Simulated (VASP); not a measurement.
# LiTmH4 (Cmmm) in VASP: notebook, part 3 of 3

VASP 6.6.1.

## 4. Single point, PBE

This run uses another cell than the first one, of 10.72 Å³/atom.

Contents of INCAR:

```
PREC     = Accurate       # precision mode
ENCUT    = 750            # plane-wave cutoff, eV
EDIFF    = 1E-6           # SCF threshold, eV
ISMEAR   = 0              # smearing method
SIGMA    = 0.1            # smearing width, eV
LREAL    = F              # projectors in reciprocal space
LASPH    = T              # aspherical terms in the spheres
NELM     = 200            # most SCF steps
ALGO     = Normal         # electronic algorithm
ISIF     = 2              # what is computed and relaxed
LWAVE    = F              # write WAVECAR
LCHARG   = F              # write CHGCAR
GGA      = PE             # functional
NBANDS   = 17             # bands
GGA_COMPAT= F            
LMAXMIX  = 6              # l up to which the mixer works
```

Contents of KPOINTS:

```
regular mesh
0
Gamma
  4 4 6
```

Contents of POSCAR:

```
LiTmH4
1.0
    2.7379814244     -3.2632224875      0.0000000000
    2.7379814244      3.2632224875      0.0000000000
    0.0000000000      0.0000000000      3.5989980893
Li Tm H
1 1 4
Direct
    0.5000000000      0.5000000000      0.5000000000
    0.0000000000      0.0000000000      0.0000000000
    0.6711126098      0.3288873902      0.0000000000
    0.1940909076      0.1940909076      0.5000000000
    0.8059090924      0.8059090924      0.5000000000
    0.3288873902      0.6711126098      0.0000000000
```

Potentials or basis: VASP PAW PBE potentials, release 64 (Li_sv, Tm_3, H), 4f in core.

Started as:

```sh
$ cat potpaw_PBE.64/Li_sv/POTCAR potpaw_PBE.64/Tm_3/POTCAR potpaw_PBE.64/H/POTCAR > POTCAR
$ mpirun -np 1 vasp_std > vasp.out
```

OUTCAR:

```text
PREC = Accurate
   ENCUT = 750
   EDIFF = 1E-6
   ISMEAR = 0
   LREAL = F
   LASPH = T
   NELM = 200
   ISIF = 2
   GGA = PE

 ion  position               nearest neighbor table
   1  0.500  0.500  0.500-   4 1.68   5 1.68
   2  0.000  0.000  0.000-   4 2.09   5 2.09   4 2.09   5 2.09   3 2.15   6 2.15
   3  0.671  0.329  0.000-   2 2.15
   4  0.194  0.194  0.500-   1 1.68   2 2.09   2 2.09
   5  0.806  0.806  0.500-   1 1.68   2 2.09   2 2.09
   6  0.329  0.671  0.000-   2 2.15

  LATTYP: Found a base centered orthorhombic cell.
 ALAT       =     5.4759628488
 B/A-ratio  =     1.1918351448
 C/A-ratio  =     0.6572356659

  Lattice vectors:

 A1 = (   2.7379814244,  -3.2632224875,   0.0000000000)
 A2 = (   2.7379814244,   3.2632224875,   0.0000000000)
 A3 = (   0.0000000000,   0.0000000000,   3.5989980893)

Analysis of symmetry for initial positions (statically):
=====================================================================
 Subroutine PRICEL returns:
 Original cell was already a primitive cell.

 Routine SETGRP: Setting up the symmetry group for a
 base centered orthorhombic supercell.

 Subroutine GETGRP returns: Found  8 space group operations
 (whereof  8 operations were pure point group operations)
 out of a pool of  8 trial point group operations.

The static configuration has the point symmetry D_2h.

Analysis of symmetry for dynamics (positions and initial velocities):
=====================================================================
 Subroutine PRICEL returns:
 Original cell was already a primitive cell.

 Routine SETGRP: Setting up the symmetry group for a
 base centered orthorhombic supercell.

 Subroutine GETGRP returns: Found  8 space group operations
 (whereof  8 operations were pure point group operations)
 out of a pool of  8 trial point group operations.

The dynamic configuration has the point symmetry D_2h.

 Subroutine INISYM returns: Found  8 space group operations
 (whereof  8 operations are pure point group operations),
 and found     1 'primitive' translations
[... 122 lines left out ...]
     AMIX     =   0.40;   BMIX     =  1.00
     AMIX_MAG =   1.60;   BMIX_MAG =  1.00
  volume/ion in A,a.u.               =      10.72        72.33
  Fermi-wavevector in a.u.,A,eV,Ry     =   1.029640  1.945737 14.424321  1.060158
  Thomas-Fermi vector in A             =   2.163697
   LORBIT       =      0    0 simple, 1 ext, 2 COOP (PROOUT), +10 PAW based schemes
   GGA     = PE    functional components
   LHFCALC =     F    Hartree Fock is set to
   AEXX    =    0.0000 exact exchange contribution
   IVDW    =     0    specifies the selected vdW correction
   LEPSILON=     F    determine dielectric tensor
   LRPA    =     F    only Hartree local field effects (RPA)
 non-spin polarized calculation
 Gauss-broadening in eV      SIGMA  =   0.10
  energy-cutoff  :      750.00
  volume of cell :       64.31
 maximum number of plane-waves:      3036
 NGX is ok and might be reduce to    40
   NGX = 19   NGY = 19   NGZ = 17

 number of electron      16.0000001 magnetization

 Free energy of the ion-electron system (eV)
  ---------------------------------------------------
  ext. energy  EPLUGINS =         0.00000000
  ---------------------------------------------------
  free energy    TOTEN  =       -21.69956477 eV

  energy without entropy =      -21.69820670  energy(sigma->0) =      -21.69888573

 E-fermi :   0.8738     XC(G=0):  -8.7692

 val. band max:        0.8252673126   @ k =   0.5000   0.5000   0.5000
 cond. band min:       0.8993022456   @ k =   0.0000   0.0000   0.5000
 fundamental gap:      0.0740349331
 Fermi energy:         0.8737765148

 k-point     1 :       0.0000    0.0000    0.0000
  band No.  band energies     occupation
      1     -44.0825      2.00000
      2     -24.4800      2.00000
      3     -24.3621      2.00000
      4     -24.1914      2.00000
      5      -6.1181      2.00000
      6      -2.4433      2.00000
[... 457 lines left out ...]
      4     -24.3579      2.00000
      5      -2.7528      2.00000
      6      -2.4283      2.00000
[... 9 lines left out ...]
     16       9.4045      0.00000
     17       9.7458      0.00000

 [... further k-points ...]
[... 5 lines left out ...]
  --------------------------------------------------------------------------------------
  -------------------------------------------------------------------------------------
  Total       -0.1756891     -0.0361908      0.2141210      0.0000000      0.0000000      0.0000000
  in kB       -4.3768992     -0.9016119      5.3343434      0.0000000      0.0000000      0.0000000
  external PRESSURE =       0.0186107 kB  Pullay stress =       0.0000000 kB

 VOLUME and BASIS-vectors are now :
 -----------------------------------------------------------------------------
  energy-cutoff  :      750.00
  volume of cell :       64.31
      direct lattice vectors                 reciprocal lattice vectors
     2.737981424 -3.263222488  0.000000000     0.182616286 -0.153222773  0.000000000
     2.737981424  3.263222488  0.000000000     0.182616286  0.153222773  0.000000000
     0.000000000  0.000000000  3.598998089     0.000000000  0.000000000  0.277855107

 POSITION                                       TOTAL-FORCE (eV/Angst)
 -----------------------------------------------------------------------------------
      2.73798      0.00000      1.79950        -0.000000      0.000000     -0.000000
      0.00000      0.00000      0.00000        -0.000000      0.000000     -0.000000
      2.73798     -1.11676      0.00000        -0.000000      0.043714     -0.000000
      1.06283      0.00000      1.79950         0.021982      0.000000     -0.000000
      4.41313      0.00000      1.79950        -0.021982      0.000000     -0.000000
      2.73798      1.11676      0.00000        -0.000000     -0.043714      0.000000
 -----------------------------------------------------------------------------------
    total drift:                                0.000000      0.000000      0.000000

  FREE ENERGIE OF THE ION-ELECTRON SYSTEM (eV)
  ---------------------------------------------------
  free  energy   TOTEN  =       -21.6995647656 eV

  energy  without entropy=      -21.6982067007  energy(sigma->0) =      -21.69888573
```

stdout:

```text
POSCAR found type information on POSCAR LiTmH
 POSCAR found :  3 types and       6 ions
 scaLAPACK will be used
 LDA part: xc-table for (Slater+PW92), standard interpolation
 POSCAR, INCAR and KPOINTS ok, starting setup
 FFT: planning ... GRIDC
 FFT: planning ... GRID_SOFT
 FFT: planning ... GRID
 WAVECAR not read
 entering main loop
```

Run time: 28 s. Hardware: 1 thread of Intel Xeon 6975P-C (Granite Rapids), shared host; peak memory 0.25 GiB.

Results:

| Item | Value |
| --- | --- |
| Free energy | -21.6996 eV |
| Pressure | 0.0 GPa |
| Largest force | 0.044 eV/Å |
| Band gap on the k mesh | zero (bands 8 and 9 overlap by 0.07 eV) |

Forces on the atoms (eV/Å):
```
Li   0.000  0.000  0.000
Tm   0.000  0.000  0.000
H    0.000  0.044  0.000
H    0.022  0.000  0.000
H   -0.022  0.000  0.000
H    0.000 -0.044  0.000
```

Caveat: the k points lie up to 0.37 Å⁻¹ apart; spin-orbit coupling is left out, which moves the levels of the heavy elements; the 4f electrons are frozen in the core, so they carry no moment and show no levels.

## 5. Overview

```csv
task,cell,k mesh,smearing,gap on the mesh (eV),pressure (GPa),largest force (eV/Å)
relaxation of cell and atoms,"relaxed from a = 4.507, b = 4.507, c = 3.867 Å, angles 90.0, 90.0, 91.3°, 6 atoms, atomic positions A",3 × 3 × 3,gaussian 0.15 eV,none,0.5,0.06
relaxation of cell and atoms,"relaxed from a = 4.383, b = 4.383, c = 3.021 Å, angles 90.0, 90.0, 91.0°, 6 atoms, atomic positions B",3 × 3 × 4,gaussian 0.15 eV,0.34,0.1,0.03
single point,"a = 4.260, b = 4.260, c = 3.599 Å, angles 90.0, 90.0, 100.0°, 6 atoms, atomic positions C",4 × 4 × 6,gaussian 0.1 eV,none,0.0,0.04
```

Alike in all rows: level PBE; potentials or basis VASP PAW PBE potentials, release 64 (Li_sv, Tm_3, H), 4f in core; no spin polarisation; cutoff (eV) 750.

Caveats: all runs use coarse meshes; spin-orbit coupling is left out, which moves the levels of the heavy elements; the 4f electrons are frozen in the core, so they carry no moment and show no levels; a cell axis changed by over 15 % at a fixed basis, so the end point is rough (at least some runs); the relaxation stopped at a loose force limit of 0.08 eV/Å, so its end isn't a converged minimum (at least some runs).

Absolute energies hang on the potentials; compare differences alone.

The gap in the log of VASP goes by the Fermi energy; the results here count the filled bands.